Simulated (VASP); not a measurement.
A run of VASP 6.6.1 is set up as follows.

INCAR

```
SYSTEM = Ti2Co
ALGO = Normal
EDIFF = 1E-6
ENCUT = 520
ISIF = 2
ISMEAR = 0
LASPH = .True.
LCHARG = .True.
LELF = .True.
LREAL = Auto
LVHAR = .True.
LWAVE = .False.
NBANDS = 150
NELM = 100
PREC = Accurate
SIGMA = 0.1
```

Contents of KPOINTS:

```
k-points
0
Gamma
  6 6 6
  0 0 0
```

POSCAR

```
Ti2Co
1.0
    0.0000000000      5.4794963873      5.4794963873
    5.4794963873      0.0000000000      5.4794963873
    5.4794963873      5.4794963873      0.0000000000
Ti Co
16 8
Direct
    0.6250000000      0.1250000000      0.1250000000
    0.1250000000      0.6250000000      0.1250000000
    0.1250000000      0.1250000000      0.6250000000
    0.1250000000      0.1250000000      0.1250000000
    0.3129054259      0.3129054259      0.6870945741
    0.6870945741      0.6870945741      0.3129054259
    0.3129054259      0.6870945741      0.3129054259
    0.6870945741      0.3129054259      0.6870945741
    0.6870945741      0.3129054259      0.3129054259
    0.3129054259      0.6870945741      0.6870945741
    0.9370945741      0.9370945741      0.5629054259
    0.5629054259      0.5629054259      0.9370945741
    0.9370945741      0.5629054259      0.9370945741
    0.5629054259      0.9370945741      0.5629054259
    0.5629054259      0.9370945741      0.9370945741
    0.9370945741      0.5629054259      0.5629054259
    0.9742620238      0.3419126587      0.3419126587
    0.3419126587      0.9742620238      0.3419126587
    0.3419126587      0.3419126587      0.9742620238
    0.3419126587      0.3419126587      0.3419126587
    0.2757379762      0.9080873413      0.9080873413
    0.9080873413      0.2757379762      0.9080873413
    0.9080873413      0.9080873413      0.2757379762
    0.9080873413      0.9080873413      0.9080873413
```

Potentials or basis: VASP PAW LDA potentials, release 64 (Ti_sv, Co).

Command:

```console
$ cat potpaw_LDA.64/Ti_sv/POTCAR potpaw_LDA.64/Co/POTCAR > POTCAR
$ mpirun -np 1 vasp_std > vasp.out
```

Question: Estimate the band gap on the k mesh.

Answer: Zero (band 132 reaches 9.82 eV, above the bottom of band 133 at 9.67 eV).

Question: What does it give for the pressure?

Answer: -0.2 GPa.

Question: Estimate the largest force.

Answer: 0.012 eV/Å.

Forces in eV/Å, atoms in the order of the input:
```
Ti   0.000  0.000  0.000
Ti   0.000  0.000  0.000
Ti   0.000  0.000  0.000
Ti   0.000  0.000  0.000
Ti   0.000  0.000  0.001
Ti   0.000  0.000 -0.001
Ti   0.000  0.001  0.000
Ti   0.000 -0.001  0.000
Ti   0.001  0.000  0.000
Ti  -0.001  0.000  0.000
Ti   0.000  0.000 -0.001
Ti   0.000  0.000  0.001
Ti   0.000 -0.001  0.000
Ti   0.000  0.001  0.000
Ti  -0.001  0.000  0.000
Ti   0.001  0.000  0.000
Co   0.007 -0.007 -0.007
Co  -0.007  0.007 -0.007
Co  -0.007 -0.007  0.007
Co   0.007  0.007  0.007
Co  -0.007  0.007  0.007
Co   0.007 -0.007  0.007
Co   0.007  0.007 -0.007
Co  -0.007 -0.007 -0.007
```

Spin polarisation is off, so any magnetic state and its effect on volume and gap are missing.
